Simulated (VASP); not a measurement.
# C in VASP: notebook, part 2 of 2

VASP 6.6.1.

## (3) Single point, r2SCAN

This run uses another cell than the first one, of 7.44 Å³/atom, 0.655 times its volume.

POSCAR reads:

```
C
1.0
    0.0000000000      1.5491853858      1.5491853858
    1.5491853858      0.0000000000      1.5491853858
    1.5491853858      1.5491853858      0.0000000000
C
1
Direct
    0.0000000000      0.0000000000      0.0000000000
```

INCAR.step1 reads:

```
PREC = Accurate ; ENCUT = 520
ISMEAR = 0 ; SIGMA = 0.1
LREAL = False ; LASPH = True
NELM = 60 ; NBANDS = 8
GGA = PE ; ALGO = Normal
EDIFF = 1E-4 ; LWAVE = True
LCHARG = False
```

INCAR.step2 reads:

```
PREC = Accurate ; ENCUT = 520
EDIFF = 1E-6 ; ISMEAR = 0
SIGMA = 0.1 ; LREAL = False
LASPH = True ; NELM = 60
ALGO = Normal ; ISIF = 2
LWAVE = False ; LCHARG = False
METAGGA = R2SCAN ; LMIXTAU = True
NBANDS = 8 ; ISTART = 1
```

KPOINTS reads:

```
regular mesh
0
Gamma
  30 30 30
```

Potentials or basis: VASP PAW PBE potentials, release 64 (C).

Run with:

```
cat potpaw_PBE.64/C/POTCAR > POTCAR
cp INCAR.step1 INCAR
mpirun -np 1 vasp_std > vasp.out
cp INCAR.step2 INCAR
mpirun -np 1 vasp_std > vasp.out
```

OUTCAR:

```text
PREC = Accurate
   ENCUT = 520
   EDIFF = 1E-6
   ISMEAR = 0
   LREAL = False
   LASPH = True
   NELM = 60
   ISIF = 2
   METAGGA = R2SCAN
   ISTART = 1

 ion  position               nearest neighbor table
   1  0.000  0.000  0.000-

  LATTYP: Found a face centered cubic cell.
 ALAT       =     3.0983707716

  Lattice vectors:

 A1 = (   0.0000000000,   1.5491853858,   1.5491853858)
 A2 = (   1.5491853858,   0.0000000000,   1.5491853858)
 A3 = (   1.5491853858,   1.5491853858,   0.0000000000)

Analysis of symmetry for initial positions (statically):
=====================================================================
 Subroutine PRICEL returns:
 Original cell was already a primitive cell.

 Routine SETGRP: Setting up the symmetry group for a
 face centered cubic supercell.

 Subroutine GETGRP returns: Found 48 space group operations
 (whereof 48 operations were pure point group operations)
 out of a pool of 48 trial point group operations.

The static configuration has the point symmetry O_h .

Analysis of symmetry for dynamics (positions and initial velocities):
=====================================================================
 Subroutine PRICEL returns:
 Original cell was already a primitive cell.

 Routine SETGRP: Setting up the symmetry group for a
 face centered cubic supercell.

 Subroutine GETGRP returns: Found 48 space group operations
 (whereof 48 operations were pure point group operations)
 out of a pool of 48 trial point group operations.

The dynamic configuration has the point symmetry O_h .

 Subroutine INISYM returns: Found 48 space group operations
 (whereof 48 operations are pure point group operations),
 and found     1 'primitive' translations

----------------------------------------------------------------------------------------

                                     Primitive cell

  volume of cell :       7.4360

  direct lattice vectors                    reciprocal lattice vectors
     0.000000000  1.549185386  1.549185386    -0.322750269  0.322750269  0.322750269
     1.549185386  0.000000000  1.549185386     0.322750269 -0.322750269  0.322750269
     1.549185386  1.549185386  0.000000000     0.322750269  0.322750269 -0.322750269

  length of vectors
     2.190878983  2.190878983  2.190878983     0.559019864  0.559019864  0.559019864

  position of ions in fractional coordinates (direct lattice)
     0.000000000  0.000000000  0.000000000

  ion indices of the primitive-cell ions
   primitive index   ion index
                 1           1

----------------------------------------------------------------------------------------

 KPOINTS: regular mesh

Automatic generation of k-mesh.
 Grid dimensions read from file:
 generate k-points for:   30   30   30

 Generating k-lattice:

  Cartesian coordinates                     Fractional coordinates (reciprocal lattice)
    -0.010758342  0.010758342  0.010758342     0.033333333  0.000000000  0.000000000
     0.010758342 -0.010758342  0.010758342     0.000000000  0.033333333  0.000000000
     0.010758342  0.010758342 -0.010758342     0.000000000  0.000000000  0.033333333

  Length of vectors
     0.018633995  0.018633995  0.018633995

  Shift w.r.t. Gamma in fractional coordinates (k-lattice)
     0.000000000  0.000000000  0.000000000

 Subroutine IBZKPT returns following result:
 ===========================================

 Found    752 irreducible k-points:

 Following reciprocal coordinates:
            Coordinates               Weight
  0.000000  0.000000  0.000000      1.000000
  0.033333  0.000000  0.000000      8.000000
  0.066667  0.000000  0.000000      8.000000
  0.100000  0.000000  0.000000      8.000000
  0.133333  0.000000  0.000000      8.000000
  0.166667  0.000000  0.000000      8.000000
[... 16 lines left out ...]
  0.233333  0.033333  0.000000     24.000000
  0.266667  0.033333  0.000000     24.000000
 [... further k-points ...]
   k-points           NKPTS =    752   k-points in BZ     NKDIM =    752   number of bands    NBANDS=      8
   number of dos      NEDOS =    301   number of ions     NIONS =      1
   total plane-waves  NPLWV =   4096
   dimension x,y,z NGX =    16 NGY =   16 NGZ =   16
   dimension x,y,z NGXF=    32 NGYF=   32 NGZF=   32
   ions per type =               1
   NGX,Y,Z   is equivalent  to a cutoff of  12.14, 12.14, 12.14 a.u.
   NGXF,Y,Z  is equivalent  to a cutoff of  24.28, 24.28, 24.28 a.u.
 SYSTEM =  unknown system
   PREC   = accura    normal or accurate (medium, high low for compatibility)
   ISTART =      1    job   : 0-new  1-cont  2-samecut
   ICHARG =      0    charge: 1-file 2-atom 10-const
   ISPIN  =      1    spin polarized calculation?
   LNONCOLLINEAR =      F non collinear calculations
   LSORBIT =      F    spin-orbit coupling
   LASPH  =      T    aspherical Exc in radial PAW
   ENCUT  =  520.0 eV  38.22 Ry    6.18 a.u.   4.07  4.07  4.07*2*pi/ulx,y,z
   NELM   =     60;   NELMIN=  2; NELMDL=  0     # of ELM steps
   EDIFF  = 0.1E-05   stopping-criterion for ELM
   LREAL  =      F    real-space projection
   EDIFFG = 0.1E-04   stopping-criterion for IOM
   NSW    =      0    number of steps for IOM
   IBRION =     -1    ionic relax: 0-MD 1-quasi-New 2-CG
   NFREE  =      0    steps in history (QN), initial steepest desc. (CG)
   ISIF   =      2    stress and relaxation
   ISYM   =      2    0-nonsym 1-usesym 2-fastsym
   POTIM  = 0.5000    time-step for ionic-motion
   TEBEG  =    0.0;   TEEND  =   0.0 temperature during run
   PSTRESS=    0.0 pullay stress
   NELECT =       4.0000    total number of electrons
   NUPDOWN=      -1.0000    fix difference up-down
   EMIN   =  10.00;   EMAX   =-10.00  energy-range for DOS
   EFERMI =   0.00;   METHOD = LEGACY
   ISMEAR =     0;   SIGMA  =   0.10  broadening in eV -4-tet -1-fermi 0-gaus
   EFERMI_NEDOS =   21; number of points for ismear=-14 and -15
   IALGO  =     38    algorithm
   IMIX   =      4    mixing-type and parameters
     AMIX     =   0.40;   BMIX     =  1.00
     AMIX_MAG =   1.60;   BMIX_MAG =  1.00
  volume/ion in A,a.u.               =       7.44        50.18
  Fermi-wavevector in a.u.,A,eV,Ry     =   1.331419  2.516017 24.118731  1.772677
  Thomas-Fermi vector in A             =   2.460432
   LORBIT       =      0    0 simple, 1 ext, 2 COOP (PROOUT), +10 PAW based schemes
   METAGGA = R2SCAN    functional components
   LHFCALC =     F    Hartree Fock is set to
   AEXX    =    0.0000 exact exchange contribution
   IVDW    =     0    specifies the selected vdW correction
   LEPSILON=     F    determine dielectric tensor
   LRPA    =     F    only Hartree local field effects (RPA)
 non-spin polarized calculation
 Gauss-broadening in eV      SIGMA  =   0.10
  energy-cutoff  :      520.00
  volume of cell :        7.44
 maximum number of plane-waves:       210
   NGX =  9   NGY =  9   NGZ =  9

 number of electron       4.0000000 magnetization

 Free energy of the ion-electron system (eV)
  ---------------------------------------------------
  ext. energy  EPLUGINS =         0.00000000
  ---------------------------------------------------
  free energy    TOTEN  =        -5.13275502 eV

  energy without entropy =       -5.13099945  energy(sigma->0) =       -5.13187723

 E-fermi :   7.4198     XC(G=0): -13.6094

 val. band max:        7.4009481597   @ k =  -0.4000   0.4667   0.0667
 cond. band min:       7.4219650626   @ k =  -0.4667   0.4000   0.0000
 fundamental gap:      0.0210169029
 Fermi energy:         7.4198435659

 k-point     1 :       0.0000    0.0000    0.0000
  band No.  band energies     occupation
      1     -12.2772      2.00000
      2      15.9020      0.00000
      3      15.9020      0.00000
      4      15.9020      0.00000
      5      38.4764      0.00000
      6      38.4764      0.00000
      7      38.4764      0.00000
      8      39.8204      0.00000

 k-point     2 :       0.0333    0.0000    0.0000
  band No.  band energies     occupation
      1     -12.2309      2.00000
      2      15.7556      0.00000
      3      15.8768      0.00000
      4      15.8768      0.00000
      5      37.9641      0.00000
      6      38.5491      0.00000
      7      38.5491      0.00000
      8      39.8112      0.00000
[... 221 lines left out ...]
 k-point    23 :       0.2333    0.0333    0.0000
  band No.  band energies     occupation
      1     -10.1889      2.00000
      2      10.2752      0.00000
      3      14.7420      0.00000
      4      15.1820      0.00000
      5      33.4158      0.00000
      6      38.1765      0.00000
      7      39.4739      0.00000
      8      39.8654      0.00000

 k-point    24 :       0.2667    0.0333    0.0000
  band No.  band energies     occupation
      1      -9.5329      2.00000
      2       8.7999      0.00000
      3      14.5529      0.00000
      4      14.9841      0.00000
      5      33.1695      0.00000
      6      37.5585      0.00000
      7      39.0113      0.00000
      8      39.7684      0.00000

 [... further k-points ...]
[... 5 lines left out ...]
  --------------------------------------------------------------------------------------
  -------------------------------------------------------------------------------------
  Total        0.0068738      0.0068738      0.0068738      0.0000000     -0.0000000     -0.0000000
  in kB        1.4810392      1.4810392      1.4810392      0.0000000     -0.0000000     -0.0000000
  external PRESSURE =       1.4810392 kB  Pullay stress =       0.0000000 kB

 VOLUME and BASIS-vectors are now :
 -----------------------------------------------------------------------------
  energy-cutoff  :      520.00
  volume of cell :        7.44
      direct lattice vectors                 reciprocal lattice vectors
     0.000000000  1.549185386  1.549185386    -0.322750269  0.322750269  0.322750269
     1.549185386  0.000000000  1.549185386     0.322750269 -0.322750269  0.322750269
     1.549185386  1.549185386  0.000000000     0.322750269  0.322750269 -0.322750269

 POSITION                                       TOTAL-FORCE (eV/Angst)
 -----------------------------------------------------------------------------------
      0.00000      0.00000      0.00000         0.000000     -0.000000     -0.000000
 -----------------------------------------------------------------------------------
    total drift:                                0.000000      0.000000      0.000000

  FREE ENERGIE OF THE ION-ELECTRON SYSTEM (eV)
  ---------------------------------------------------
  free  energy   TOTEN  =        -5.1327550155 eV

  energy  without entropy=       -5.1309994511  energy(sigma->0) =       -5.13187723
```

OUTCAR.step1:

```text
PREC = Accurate
   ENCUT = 520
   ISMEAR = 0
   LREAL = False
   LASPH = True
   NELM = 60
[... 478 lines left out ...]

 POSITION                                       TOTAL-FORCE (eV/Angst)
 -----------------------------------------------------------------------------------
      0.00000      0.00000      0.00000        -0.000000     -0.000000     -0.000000
 -----------------------------------------------------------------------------------
    total drift:                                0.000000      0.000000     -0.000000

  FREE ENERGIE OF THE ION-ELECTRON SYSTEM (eV)
  ---------------------------------------------------
  free  energy   TOTEN  =        -4.6636116094 eV

  energy  without entropy=       -4.6615262042  energy(sigma->0) =       -4.66256891
```

Run time: 80 s. Hardware: 1 thread of AMD EPYC 9R45 (Zen 5), shared host; peak memory 0.11 GiB.

Results:

```yaml
Free_energy: -5.1328 eV
Pressure: 0.1 GPa
Band_gap_on_the_k_mesh: zero (band 2 reaches 15.90 eV, above the bottom of band 3 at 4.15 eV)
```

Caveat: the PAW data sets were made with another functional, which shifts forces and pressure a little.

## (4) Relaxation of cell and atoms, r2SCAN

POSCAR reads:

```
C
1.0
   -1.2309364123      1.2309364123      1.8726901807
    1.2309364123     -1.2309364123      1.8726901807
    1.2309364123      1.2309364123     -1.8726901807
C
1
Direct
    0.0000000000      0.0000000000      0.0000000000
```

INCAR.step1 reads:

```
PREC = Accurate
ENCUT = 600
ISMEAR = 0
SIGMA = 0.1
LREAL = False
LASPH = True
NELM = 60
GGA = PE
ALGO = Normal
EDIFF = 1E-4
LWAVE = True
LCHARG = False
```

INCAR.step2 reads:

```
PREC = Accurate
ENCUT = 600
EDIFF = 1E-6
ISMEAR = 0
SIGMA = 0.1
LREAL = False
LASPH = True
NELM = 60
ALGO = Normal
ISIF = 3
LWAVE = False
LCHARG = False
METAGGA = R2SCAN
LMIXTAU = True
IBRION = 2
NSW = 90
EDIFFG = -0.04
ISTART = 1
```

KPOINTS reads:

```
regular mesh
0
Gamma
  10 10 10
```

Run with:

```
cat potpaw_PBE.64/C/POTCAR > POTCAR
cp INCAR.step1 INCAR
mpirun -np 1 vasp_std > vasp.out
cp INCAR.step2 INCAR
mpirun -np 1 vasp_std > vasp.out
```

It took 8.2 min on 1 thread of AMD EPYC 9R45 (Zen 5), shared host; peak memory 0.1 GiB.

Results (log left out):

```yaml
Free_energy: -7.1788 eV
Relaxed_volume: 7.42 Å³/atom
Relaxed_cell: a = 3.083 Å, b = 3.083 Å, c = 3.083 Å, α = 149.75°, β = 149.75°, γ = 43.32°
Space_group_after_relaxing_to_0.05_Å: I4/mmm (No. 139)
Energy_gained_by_relaxing: 2542.3 meV/atom
Ionic_steps: 31
Pressure_after_relaxing: 0.3 GPa
Band_gap_on_the_k_mesh: zero (band 2 reaches 7.58 eV, above the bottom of band 3 at 5.05 eV)
```

Stress tensor (GPa, compression positive):
```
0.17 0.00 0.00
0.00 0.17 0.00
0.00 0.00 0.53
```

The path:
| step | energy change (eV) | largest force (eV/Å) | pressure (GPa) | volume (Å³) |
| --- | --- | --- | --- | --- |
| 1 | 0.0000 | 0.0000 | -30.30 | 11.35 |
| 2 | -0.5119 | 0.0000 | -15.49 | 8.18 |
| 3 | -0.5656 | 0.0000 | -1.42 | 7.30 |
| 4 | -0.5666 | 0.0000 | 1.35 | 7.17 |
| 5 | -0.6518 | 0.0000 | -0.18 | 6.96 |
| 6 | -1.5248 | 0.0000 | -8.75 | 6.21 |
| 7 | -0.0132 | 0.0000 | 405.23 | 4.31 |
| 8 | -1.8154 | 0.0000 | 17.81 | 5.81 |
| 9 | -1.8767 | 0.0000 | 51.99 | 5.50 |
| 10 | -1.6908 | 0.0000 | 160.25 | 4.92 |
| 11 | -1.8891 | 0.0000 | 80.87 | 5.29 |
| 12 | -1.8375 | 0.0000 | 115.31 | 5.11 |
| 13 | -1.8578 | 0.0000 | 104.46 | 5.15 |
| 14 | -1.8653 | 0.0000 | 107.47 | 5.15 |
| 15 | -1.8821 | 0.0000 | 115.81 | 5.14 |
| 16 | -1.8618 | 0.0000 | 135.45 | 5.12 |
| 17 | -1.8856 | 0.0000 | 121.14 | 5.14 |
| 18 | -1.9052 | 0.0000 | 118.43 | 5.16 |
| 19 | -1.9609 | 0.0000 | 110.86 | 5.24 |
| 20 | -2.0598 | 0.0000 | 96.78 | 5.39 |
| 21 | -2.2199 | 0.0000 | 73.15 | 5.71 |
| 22 | -2.4310 | 0.0000 | 36.89 | 6.36 |
| 23 | -2.5339 | 0.0000 | -8.96 | 7.76 |
| 24 | -2.5422 | 0.0000 | -1.11 | 7.44 |
| 25 | -2.5421 | 0.0000 | 0.23 | 7.39 |
| 26 | -2.5421 | 0.0000 | 0.36 | 7.39 |
| 27 | -2.5422 | 0.0000 | 0.76 | 7.39 |
| 28 | -2.5422 | 0.0000 | 1.65 | 7.39 |
| 29 | -2.5422 | 0.0000 | 1.02 | 7.39 |
| 30 | -2.5422 | 0.0000 | 0.85 | 7.40 |
| 31 | -2.5423 | 0.0000 | 0.29 | 7.42 |

Final structure:
```xyz
1
Lattice="-0.8045 0.8045 2.8653 0.8045 -0.8045 2.8653 0.8045 0.8045 -2.8653" Properties=species:S:1:pos:R:3 pbc="T T T"
C     0.0000    0.0000    0.0000
```

Levels at points of the mesh, in eV from the Fermi level:
| k point | band 1 | band 2 | band 3 | band 4 | band 5 |
| --- | --- | --- | --- | --- | --- |
| (0.00, 0.00, 0.00) | -21.61 | -5.47 | 6.50 | 16.79 | 16.79 |
| (0.50, 0.00, 0.00) | -11.41 | -7.60 | 1.63 | 13.04 | 21.29 |
| (0.50, 0.50, 0.00) | -3.65 | -3.42 | 7.91 | 9.25 | 14.48 |
| (0.50, 0.50, 0.50) | -20.71 | -9.85 | 16.71 | 16.71 | 17.56 |

Caveat: the k points lie up to 0.55 Å⁻¹ apart in the final cell; the volume moved by over 15 % at a fixed basis, so the end points are rough; the PAW data sets were made with another functional, which shifts forces and pressure a little.

## (5) Summary

```tsv
task	cell	k mesh	cutoff (eV)	gap on the mesh (eV)	pressure (GPa)
single point	a = 2.557 Å, angles 122.4, 122.4, 85.8°, 1 atom	10 × 10 × 10	520	none	-30.2
single point	a = 2.191 Å, angles 60.0°, 1 atom	30 × 30 × 30	520	none	0.1
relaxation of cell and atoms	relaxed from a = 2.557 Å, angles 122.4, 122.4, 85.8°, 1 atom	10 × 10 × 10	600	none	0.3
```

Alike in all rows: level r2SCAN; potentials or basis VASP PAW PBE potentials, release 64 (C); no spin polarisation; smearing gaussian 0.1 eV.

Caveats: some runs use coarse meshes; the PAW data sets were made with another functional, which shifts forces and pressure a little; the volume moved by over 15 % at a fixed basis, so the end points are rough (some runs).

Absolute energies hang on the potentials; compare differences alone.
